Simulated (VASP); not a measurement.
# TiB2 (P6/mmm) in VASP: further runs

Runs on TiB2. Level: PBE. Tasks: single point.

Program: VASP 6.6.1. These are calculated values, not measurements. Logs are shortened: lines on timing, memory, paths and dates and some standing lists are left out, and cuts for length are marked.

## 1. The cell of the first run

Symmetry: P6/mmm, No. 191, hexagonal system. Conventional cell: a = 3.069 Å, b = 3.069 Å, c = 3.271 Å, α = 90.00°, β = 90.00°, γ = 120.00°. Ti (site symmetry 6/mmm) has 12 B at 2.41 Å and 6 Ti at 3.07 Å within 3.2 Å. B (site symmetry -6m2) has 3 B at 1.77 Å within 2.4 Å.

## 2. Single point, PBE

INCAR reads:

```
ALGO = Normal
EDIFF = 1E-6
ENCUT = 520
GGA = PE
ISIF = 2
ISMEAR = -1
LASPH = True
LCHARG = False
LREAL = False
LWAVE = False
NBANDS = 16
NELM = 80
PREC = Accurate
SIGMA = 0.15
```

KPOINTS reads:

```
k-points
0
Gamma
  11 11 9
```

POSCAR reads:

```
TiB2
1.0
    3.0690624661      0.0000000000      0.0000000000
   -1.5345312330      2.6578860582      0.0000000000
    0.0000000000      0.0000000000      3.2708838193
Ti B
1 2
Direct
    0.0000000000      0.0000000000      0.0000000000
    0.3333333333      0.6666666667      0.5000000000
    0.6666666667      0.3333333333      0.5000000000
```

Potentials or basis: VASP PAW PBE potentials, release 64 (Ti_sv, B).

Command:

```bash
$ cat potpaw_PBE.64/Ti_sv/POTCAR potpaw_PBE.64/B/POTCAR > POTCAR
$ mpirun -np 1 vasp_std > vasp.out
```

OUTCAR:

```text
EDIFF = 1E-6
   ENCUT = 520
   GGA = PE
   ISIF = 2
   ISMEAR = -1
   LASPH = True
   LREAL = False
   NELM = 80
   PREC = Accurate

 ion  position               nearest neighbor table
   1  0.000  0.000  0.000-   2 2.41   2 2.41   3 2.41   3 2.41   2 2.41   3 2.41   2 2.41   3 2.41
                             3 2.41   3 2.41   2 2.41   2 2.41
   2  0.333  0.667  0.500-   3 1.77   3 1.77   3 1.77   1 2.41   1 2.41   1 2.41   1 2.41   1 2.41
                             1 2.41
   3  0.667  0.333  0.500-   2 1.77   2 1.77   2 1.77   1 2.41   1 2.41   1 2.41   1 2.41   1 2.41
                             1 2.41

  LATTYP: Found a hexagonal cell.
 ALAT       =     3.0690624661
 C/A-ratio  =     1.0657599366

  Lattice vectors:

 A1 = (   3.0690624661,   0.0000000000,   0.0000000000)
 A2 = (  -1.5345312330,   2.6578860582,   0.0000000000)
 A3 = (   0.0000000000,   0.0000000000,   3.2708838193)

Analysis of symmetry for initial positions (statically):
=====================================================================
 Subroutine PRICEL returns:
 Original cell was already a primitive cell.

 Routine SETGRP: Setting up the symmetry group for a
 hexagonal supercell.

 Subroutine GETGRP returns: Found 24 space group operations
 (whereof 24 operations were pure point group operations)
 out of a pool of 24 trial point group operations.

The static configuration has the point symmetry D_6h.

Analysis of symmetry for dynamics (positions and initial velocities):
=====================================================================
 Subroutine PRICEL returns:
 Original cell was already a primitive cell.

 Routine SETGRP: Setting up the symmetry group for a
 hexagonal supercell.

 Subroutine GETGRP returns: Found 24 space group operations
 (whereof 24 operations were pure point group operations)
 out of a pool of 24 trial point group operations.

The dynamic configuration has the point symmetry D_6h.

 Subroutine INISYM returns: Found 24 space group operations
 (whereof 24 operations are pure point group operations),
 and found     1 'primitive' translations

----------------------------------------------------------------------------------------

                                     Primitive cell

  volume of cell :      26.6813

  direct lattice vectors                    reciprocal lattice vectors
     3.069062466  0.000000000  0.000000000     0.325832404  0.188119426  0.000000000
    -1.534531233  2.657886058  0.000000000     0.000000000  0.376238852  0.000000000
     0.000000000  0.000000000  3.270883819     0.000000000  0.000000000  0.305727765

  length of vectors
     3.069062466  3.069062463  3.270883819     0.376238852  0.376238852  0.305727765

  position of ions in fractional coordinates (direct lattice)
     0.000000000  0.000000000  0.000000000
     0.333333333  0.666666667  0.500000000
     0.666666667  0.333333333  0.500000000

  ion indices of the primitive-cell ions
   primitive index   ion index
                 1           1
                 2           2
                 3           3

----------------------------------------------------------------------------------------

 KPOINTS: k-points

Automatic generation of k-mesh.
 Grid dimensions read from file:
 generate k-points for:   11   11    9

 Generating k-lattice:

  Cartesian coordinates                     Fractional coordinates (reciprocal lattice)
     0.029621128  0.017101766  0.000000000     0.090909091 -0.000000000  0.000000000
     0.000000000  0.034203532  0.000000000     0.000000000  0.090909091  0.000000000
     0.000000000  0.000000000  0.033969752     0.000000000  0.000000000  0.111111111

  Length of vectors
     0.034203532  0.034203532  0.033969752

  Shift w.r.t. Gamma in fractional coordinates (k-lattice)
     0.000000000  0.000000000  0.000000000

 Subroutine IBZKPT returns following result:
 ===========================================

 Found     80 irreducible k-points:

 Following reciprocal coordinates:
            Coordinates               Weight
  0.000000  0.000000  0.000000      1.000000
  0.090909 -0.000000  0.000000      6.000000
  0.181818 -0.000000  0.000000      6.000000
  0.272727  0.000000  0.000000      6.000000
  0.363636  0.000000  0.000000      6.000000
  0.454545 -0.000000  0.000000      6.000000
[... 16 lines left out ...]
  0.090909  0.090909  0.111111     12.000000
  0.181818  0.090909  0.111111     24.000000
 [... further k-points ...]
   k-points           NKPTS =     80   k-points in BZ     NKDIM =     80   number of bands    NBANDS=     16
   number of dos      NEDOS =    301   number of ions     NIONS =      3
   total plane-waves  NPLWV =  13824
   dimension x,y,z NGX =    24 NGY =   24 NGZ =   24
   dimension x,y,z NGXF=    48 NGYF=   48 NGZF=   48
   ions per type =               1   2
   NGX,Y,Z   is equivalent  to a cutoff of  13.00, 13.00, 12.20 a.u.
   NGXF,Y,Z  is equivalent  to a cutoff of  26.00, 26.00, 24.40 a.u.
 SYSTEM =  unknown system
   PREC   = accura    normal or accurate (medium, high low for compatibility)
   ISTART =      0    job   : 0-new  1-cont  2-samecut
   ICHARG =      2    charge: 1-file 2-atom 10-const
   ISPIN  =      1    spin polarized calculation?
   LNONCOLLINEAR =      F non collinear calculations
   LSORBIT =      F    spin-orbit coupling
   LASPH  =      T    aspherical Exc in radial PAW
   ENCUT  =  520.0 eV  38.22 Ry    6.18 a.u.   5.71  5.71  6.08*2*pi/ulx,y,z
   NELM   =     80;   NELMIN=  2; NELMDL= -5     # of ELM steps
   EDIFF  = 0.1E-05   stopping-criterion for ELM
   LREAL  =      F    real-space projection
   EDIFFG = 0.1E-04   stopping-criterion for IOM
   NSW    =      0    number of steps for IOM
   IBRION =     -1    ionic relax: 0-MD 1-quasi-New 2-CG
   NFREE  =      0    steps in history (QN), initial steepest desc. (CG)
   ISIF   =      2    stress and relaxation
   ISYM   =      2    0-nonsym 1-usesym 2-fastsym
   POTIM  = 0.5000    time-step for ionic-motion
   TEBEG  =    0.0;   TEEND  =   0.0 temperature during run
   PSTRESS=    0.0 pullay stress
   NELECT =      18.0000    total number of electrons
   NUPDOWN=      -1.0000    fix difference up-down
   EMIN   =  10.00;   EMAX   =-10.00  energy-range for DOS
   EFERMI =   0.00;   METHOD = LEGACY
   ISMEAR =    -1;   SIGMA  =   0.15  broadening in eV -4-tet -1-fermi 0-gaus
   EFERMI_NEDOS =   21; number of points for ismear=-14 and -15
   IALGO  =     38    algorithm
   IMIX   =      4    mixing-type and parameters
     AMIX     =   0.40;   BMIX     =  1.00
     AMIX_MAG =   1.60;   BMIX_MAG =  1.00
  volume/ion in A,a.u.               =       8.89        60.02
  Fermi-wavevector in a.u.,A,eV,Ry     =   1.435809  2.713285 28.049047  2.061547
  Thomas-Fermi vector in A             =   2.555066
   LORBIT       =      0    0 simple, 1 ext, 2 COOP (PROOUT), +10 PAW based schemes
   GGA     = PE    functional components
[... 5 lines left out ...]
 non-spin polarized calculation
  energy-cutoff  :      520.00
  volume of cell :       26.68
 maximum number of plane-waves:       730
 NGX is ok and might be reduce to    24
   NGX = 11   NGY = 11   NGZ = 13

 number of electron      18.0000001 magnetization

 Free energy of the ion-electron system (eV)
  ---------------------------------------------------
  ext. energy  EPLUGINS =         0.00000000
  ---------------------------------------------------
  free energy    TOTEN  =       -24.41636831 eV

  energy without entropy =      -24.38321568  energy(sigma->0) =      -24.39979199

 E-fermi :   9.5415     XC(G=0): -12.5807

 val. band max:        9.5324108635   @ k =   0.1818   0.1818   0.1111
 cond. band min:       9.5632612041   @ k =   0.0909  -0.0000   0.3333
 fundamental gap:      0.0308503406
 Fermi energy:         9.5415223223

 k-point     1 :       0.0000    0.0000    0.0000
  band No.  band energies     occupation
      1     -47.4762      2.00000
      2     -23.8175      2.00000
      3     -23.5296      2.00000
      4     -23.5296      2.00000
      5      -3.7128      2.00000
      6       7.0569      2.00000
[... 8 lines left out ...]
     15      15.1766      0.00000
     16      16.1540      0.00000

 k-point     2 :       0.0909   -0.0000    0.0000
  band No.  band energies     occupation
      1     -47.4725      2.00000
      2     -23.8128      2.00000
      3     -23.5582      2.00000
      4     -23.5362      2.00000
      5      -3.5586      2.00000
      6       6.6038      2.00000
[... 8 lines left out ...]
     15      16.0619      0.00000
     16      16.6610      0.00000

 k-point     3 :       0.1818   -0.0000    0.0000
  band No.  band energies     occupation
      1     -47.4628      2.00000
      2     -23.8003      2.00000
      3     -23.6340      2.00000
      4     -23.5535      2.00000
      5      -3.1053      2.00000
      6       5.4719      2.00000
[... 8 lines left out ...]
     15      17.3714      0.00000
     16      17.8453      0.00000

 k-point     4 :       0.2727    0.0000    0.0000
  band No.  band energies     occupation
      1     -47.4501      2.00000
      2     -23.7838      2.00000
      3     -23.7319      2.00000
      4     -23.5762      2.00000
      5      -2.3784      2.00000
      6       4.0403      2.00000
[... 8 lines left out ...]
     15      16.5430      0.00000
     16      18.3364      0.00000
[... 324 lines left out ...]
 k-point    22 :       0.4545   -0.0000    0.1111
  band No.  band energies     occupation
      1     -47.4300      2.00000
      2     -23.8698      2.00000
      3     -23.7773      2.00000
      4     -23.6072      2.00000
      5      -0.1845      2.00000
      6       1.1354      2.00000
[... 8 lines left out ...]
     15      17.2664      0.00000
     16      18.4514      0.00000

 k-point    23 :       0.0909    0.0909    0.1111
  band No.  band energies     occupation
      1     -47.4645      2.00000
      2     -23.8238      2.00000
      3     -23.6065      2.00000
      4     -23.5481      2.00000
      5      -3.1129      2.00000
      6       5.9719      2.00000
[... 8 lines left out ...]
     15      16.8676      0.00000
     16      17.0773      0.00000

 k-point    24 :       0.1818    0.0909    0.1111
  band No.  band energies     occupation
      1     -47.4533      2.00000
      2     -23.8087      2.00000
      3     -23.6886      2.00000
      4     -23.5724      2.00000
      5      -2.5391      2.00000
      6       4.7731      2.00000
[... 8 lines left out ...]
     15      17.0947      0.00000
     16      18.2021      0.00000

 [... further k-points ...]

------------------------ aborting loop because EDIFF is reached ----------------------------------------

  FORCE on cell =-STRESS in cart. coord.  units (eV):
  Direction    XX          YY          ZZ          XY          YZ          ZX
  --------------------------------------------------------------------------------------
  -------------------------------------------------------------------------------------
  Total       -1.5163560     -1.5163560     -1.3375464     -0.0000000      0.0000000      0.0000000
  in kB      -91.0551552    -91.0551550    -80.3178820     -0.0000000      0.0000000      0.0000000
  external PRESSURE =     -87.4760641 kB  Pullay stress =       0.0000000 kB

 VOLUME and BASIS-vectors are now :
 -----------------------------------------------------------------------------
  energy-cutoff  :      520.00
  volume of cell :       26.68
      direct lattice vectors                 reciprocal lattice vectors
     3.069062466  0.000000000  0.000000000     0.325832404  0.188119426  0.000000000
    -1.534531233  2.657886058  0.000000000     0.000000000  0.376238852  0.000000000
     0.000000000  0.000000000  3.270883819     0.000000000  0.000000000  0.305727765

 POSITION                                       TOTAL-FORCE (eV/Angst)
 -----------------------------------------------------------------------------------
      0.00000      0.00000      0.00000         0.000000      0.000000      0.000000
     -0.00000      1.77192      1.63544        -0.000000      0.000000     -0.000000
      1.53453      0.88596      1.63544         0.000000     -0.000000      0.000000
 -----------------------------------------------------------------------------------
    total drift:                               -0.000000      0.000000      0.000000

  FREE ENERGIE OF THE ION-ELECTRON SYSTEM (eV)
  ---------------------------------------------------
  free  energy   TOTEN  =       -24.4163683064 eV

  energy  without entropy=      -24.3832156771  energy(sigma->0) =      -24.39979199
```

Run time: 15 s. Hardware: 1 thread of Intel Xeon Platinum 8488C (Sapphire Rapids), shared host; peak memory 0.16 GiB.

What came out:

| Property | Result |
| --- | --- |
| Free energy | -24.4164 eV |
| Pressure | -8.7 GPa |
| Band gap on the k mesh | zero (band 9 reaches 9.75 eV, above the bottom of band 10 at 9.33 eV) |

Levels at points of the mesh, in eV from the Fermi level:
| k point | band 6 | band 7 | band 8 | band 9 | band 10 | band 11 | band 12 | band 13 |
| --- | --- | --- | --- | --- | --- | --- | --- | --- |
| (0.00, 0.00, 0.00) | -2.48 | -2.48 | -2.28 | -1.99 | 1.81 | 1.81 | 3.50 | 3.50 |

## 3. Single point, PBE

This run uses another cell than the first one, of 9.24 Å³/atom, 1.038 times its volume.

INCAR reads:

```
ALGO     = Normal         # electronic algorithm
EDIFF    = 1E-6           # SCF threshold, eV
ENCUT    = 520            # plane-wave cutoff, eV
GGA      = PE             # functional
ISIF     = 2              # what is computed and relaxed
ISMEAR   = -1             # smearing method
LASPH    = T              # aspherical terms in the spheres
LCHARG   = F              # write CHGCAR
LREAL    = F              # projectors in reciprocal space
LWAVE    = F              # write WAVECAR
NBANDS   = 16             # bands
NELM     = 100            # most SCF steps
PREC     = Accurate       # precision mode
SIGMA    = 0.15           # smearing width, eV
```

KPOINTS is that of step 2.

POSCAR reads:

```
TiB2
1.0
    3.1079154826      0.0000000000      0.0000000000
   -1.5539577413      2.6915337575      0.0000000000
    0.0000000000      0.0000000000      3.3122918078
Ti B
1 2
Direct
    0.0000000000      0.0000000000      0.0000000000
    0.3333333333      0.6666666667      0.5000000000
    0.6666666667      0.3333333333      0.5000000000
```

Potentials or basis: VASP PAW PBE potentials, release 64 (Ti_sv, B).

Command:

```bash
$ cat potpaw_PBE.64/Ti_sv/POTCAR potpaw_PBE.64/B/POTCAR > POTCAR
$ mpirun -np 1 vasp_std > vasp.out
```

Wall time 16 s (1 thread of Intel Xeon Platinum 8488C (Sapphire Rapids), shared host); peak memory 0.17 GiB.

The run converged. Its results:

* Free energy: -24.3353 eV
* Pressure: -16.4 GPa
* Band gap on the k mesh: zero (band 9 reaches 9.33 eV, above the bottom of band 10 at 8.94 eV)

Stress tensor (GPa, compression positive):
```
-17.42   0.00   0.00
  0.00 -17.42   0.00
  0.00   0.00 -14.49
```

Levels at points of the mesh, in eV from the Fermi level:
| k point | band 6 | band 7 | band 8 | band 9 | band 10 | band 11 | band 12 | band 13 |
| --- | --- | --- | --- | --- | --- | --- | --- | --- |
| (0.00, 0.00, 0.00) | -2.40 | -2.40 | -2.25 | -1.90 | 1.71 | 1.71 | 3.34 | 3.34 |
